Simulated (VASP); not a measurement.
**BN: single point with PBE**

The system is BN.

```xyz
4
Lattice="2.5539 0.0000 0.0000 -1.2770 2.2118 0.0000 0.0000 0.0000 4.2269" Properties=species:S:1:pos:R:3 pbc="T T T"
B     0.9770    0.7373    4.2257
B     0.0000    1.4745    2.1123
N     1.2770    0.7373    2.6430
N     0.0000    1.4745    0.5295
```

This cell differs from its parent crystal: atom 1 (B) moved by (-0.300, +0.000) A along x and z.

| Quantity | Value |
| --- | --- |
| Program | VASP 6.6.1 |
| Task | single point |
| Functional | PBE |
| Potentials or basis | VASP PAW PBE potentials, release 64 (B, N) |
| Cutoff | 520 eV |
| k mesh | 12 × 12 × 6 |
| Occupations | gaussian, width 0.05 eV |
| Spin | no spin polarisation |

```json
{
 "Pressure": "13.9 GPa",
 "Largest force": "8.324 eV/Å",
 "Band gap on the k mesh": "3.55 eV (least direct gap 5.96 eV)"
}
```

Forces in eV/Å, atoms in the order of the input:
```
B    7.309 -3.236 -2.324
B   -0.053  0.024 -0.081
N   -1.405 -0.010  0.122
N   -5.850  3.222  2.284
```

Stress tensor (GPa, compression positive):
```
24.80 -7.01 -5.26
-7.01 11.27  9.24
-5.26  9.24  5.77
```

Levels at points of the mesh, in eV from the valence-band top:
```tsv
k point	band 5	band 6	band 7	band 8	band 9	band 10	band 11	band 12
(0.00, 0.00, 0.00)	-2.47	-1.99	-1.02	0.00	6.05	7.08	7.61	8.72
(0.50, 0.00, 0.00)	-7.94	-6.47	-4.91	-3.50	4.82	6.34	8.87	10.68
(0.00, 0.50, 0.00)	-8.01	-5.74	-5.32	-2.54	3.55	6.53	9.50	10.47
(0.50, 0.50, 0.00)	-7.74	-5.90	-5.59	-2.61	5.36	6.76	9.66	10.55
(0.00, 0.00, 0.50)	-4.00	-2.23	-2.21	-0.32	6.05	7.75	8.51	8.78
(0.50, 0.00, 0.50)	-6.13	-4.86	-4.44	-3.96	4.92	5.67	7.39	8.85
(0.00, 0.50, 0.50)	-5.72	-5.00	-4.40	-3.02	3.85	5.42	7.86	9.01
(0.50, 0.50, 0.50)	-4.97	-4.89	-4.58	-3.61	4.70	5.55	8.10	9.90
```

Run time: 3.1 min on 1 thread of Intel Xeon 8259CL, on a shared host, peak memory 0.25 GiB.

Caveat: the cell differs from its parent crystal (atom 1 (B) moved by (-0.300, +0.000) A along x and z); the cell stands under pressure; forces of over 1 eV/Å act on the atoms, so gaps and moduli don't describe the material at rest. A k mesh can miss the band edges.
